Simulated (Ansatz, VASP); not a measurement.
# In: VASP beside Ansatz

```
In
1.0
     5.53685    0.00000    0.00000
    -2.76842    4.79505    0.00000
     0.00000    0.00000    3.44004
In
3
Direct
  0.00000 0.00000 0.00000
  0.33333 0.66667 0.50000
  0.66667 0.33333 0.50000
```

Alike in both runs: task single point; functional RPBE; k mesh 8 × 8 × 11; occupations fermi-dirac, width 0.1 eV; no spin polarisation.

|  | VASP | Ansatz |
| --- | --- | --- |
| version | VASP 6.6.1 | Ansatz 0.2.0 |
| potentials or method | VASP PAW PBE potentials, release 64 (In_d), cutoff 520 eV | plane waves (420 eV) with PAW, scalar-relativistic |
| valence electrons in the cell | 39 | 39 |

|  | VASP | Ansatz | Ansatz less VASP |
| --- | --- | --- | --- |
| pressure (GPa) | -0.9 | -0.9 | +0.02 |
| traceless stress, the component that is largest in VASP (GPa) | -0.19 | -0.19 | -0.001 |

VASP's potentials were made for PBE, not for RPBE.
